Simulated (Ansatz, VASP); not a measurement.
**K2S in VASP and in Ansatz**

```
K S
1.0
     0.00000    3.61517    3.61517
     3.61517    0.00000    3.61517
     3.61517    3.61517    0.00000
K S
2 1
Direct
  0.25000 0.25000 0.25000
  0.75000 0.75000 0.75000
  0.00000 0.00000 0.00000
```

Alike in both runs: task single point; functional PBE; k mesh 6 × 6 × 6; occupations gaussian, width 0.02 eV; no spin polarisation.

|  | VASP | Ansatz |
| --- | --- | --- |
| version | VASP 6.6.1 | Ansatz 0.2.0 |
| potentials or method | VASP PAW PBE potentials, release 64 (K_sv, S), cutoff 500 eV | scalar-relativistic, plane waves, PAW |
| valence electrons in the cell | 24 | 24 |

```tsv
	VASP	Ansatz	Ansatz less VASP
gap on the k mesh at the Fermi level (eV)	2.56	2.57	+0.002
least direct gap on the mesh (eV)	2.83	2.84	+0.004
pressure (GPa)	2.2	2.1	-0.05
```
